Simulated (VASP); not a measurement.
## Hf2Si: relaxation of cell and atoms with LDA

Crystal: Hf2Si.

```
Hf Si
1.0
    -3.22192    3.22192    2.55769
     3.22192   -3.22192    2.55769
     3.22192    3.22192   -2.55769
Hf Si
4 2
Direct
  0.84299 0.65701 0.50000
  0.34299 0.84299 0.18597
  0.15701 0.34299 0.50000
  0.65701 0.15701 0.81403
  0.75000 0.75000 0.00000
  0.25000 0.25000 0.00000
```

* Program: VASP 6.6.1
* Task: relaxation of cell and atoms
* Functional: LDA
* Potentials or basis: VASP PAW LDA potentials, release 64 (Hf_pv, Si)
* Cutoff: 600 eV
* k mesh: 10 × 10 × 10
* Occupations: fermi-dirac, width 0.15 eV
* Spin: no spin polarisation
* Target pressure: 8 GPa
* Dipole correction: no
* Further INCAR settings: ALGO = Fast; EDIFF = 1e-07; IBRION = 2; EDIFFG = -0.001; NSW = 80; ISIF = 3

The relaxed volume is 16.93 Å³/atom and the relaxed cell is a = 5.147 Å, b = 5.147 Å, c = 5.147 Å, α = 103.89°, β = 103.89°, γ = 121.33°. The space group after relaxing (to 0.1 Å) is I4/mcm (No. 140) and the energy change on relaxing (the run minimises the enthalpy) is +19.5 meV/atom. The ionic steps are 13. The pressure after relaxing is 8.0 GPa. The band gap on the k mesh is zero (bands 24 and 25 overlap by 0.89 eV).

Step by step:
| step | energy change (eV) | largest force (eV/Å) | pressure (GPa) | volume (Å³) |
| --- | --- | --- | --- | --- |
| 1 | 0.0000 | 0.0043 | 0.33 | 106.20 |
| 2 | 0.9130 | 0.2124 | 25.47 | 93.70 |
| 3 | 0.1106 | 0.0584 | 7.79 | 101.70 |
| 4 | 0.1158 | 0.0597 | 7.98 | 101.59 |
| 5 | 0.1204 | 0.0610 | 8.15 | 101.50 |
| 6 | 0.1099 | 0.0118 | 7.74 | 101.70 |
| 7 | 0.1117 | 0.0209 | 7.82 | 101.67 |
| 8 | 0.1198 | 0.0076 | 8.10 | 101.50 |
| 9 | 0.1169 | 0.0028 | 8.00 | 101.56 |
| 10 | 0.1171 | 0.0018 | 8.01 | 101.56 |
| 11 | 0.1169 | 0.0005 | 8.00 | 101.56 |
| 12 | 0.1168 | 0.0018 | 8.00 | 101.56 |
| 13 | 0.1169 | 0.0008 | 8.00 | 101.56 |

Final structure:
```
Hf Si
1.0
    -3.17297    3.17297    2.52192
     3.17297   -3.17297    2.52192
     3.17297    3.17297   -2.52192
Hf Si
4 2
Direct
  0.84338 0.65662 0.50000
  0.34337 0.84338 0.18675
  0.15662 0.34338 0.50000
  0.65662 0.15662 0.81325
  0.75000 0.75000 0.00000
  0.25000 0.25000 0.00000
```

Levels at points of the mesh, in eV from the Fermi level:
| k point | band 20 | band 21 | band 22 | band 23 | band 24 | band 25 | band 26 | band 27 | band 28 |
| --- | --- | --- | --- | --- | --- | --- | --- | --- | --- |
| (0.00, 0.00, 0.00) | -1.36 | -1.36 | -1.36 | -1.10 | -0.85 | 2.10 | 2.11 | 2.20 | 2.69 |
| (0.50, 0.00, 0.00) | -1.21 | -0.81 | -0.81 | -0.62 | -0.62 | 0.29 | 0.29 | 2.02 | 2.02 |
| (0.50, 0.50, 0.00) | -2.34 | -1.55 | -1.19 | -0.56 | -0.30 | 1.29 | 1.42 | 1.70 | 2.22 |
| (0.50, 0.50, 0.50) | -2.22 | -1.00 | -0.51 | 0.00 | 0.31 | 0.35 | 0.35 | 1.31 | 1.42 |

Run time: 51 min on 1 thread of Intel Xeon 8259CL, with other jobs on the host, peak memory 0.45 GiB.

Caveat: the cell is relaxed towards a set pressure, so the run minimises the enthalpy, not the energy; spin-orbit coupling is left out, which moves the levels of the heavy elements.
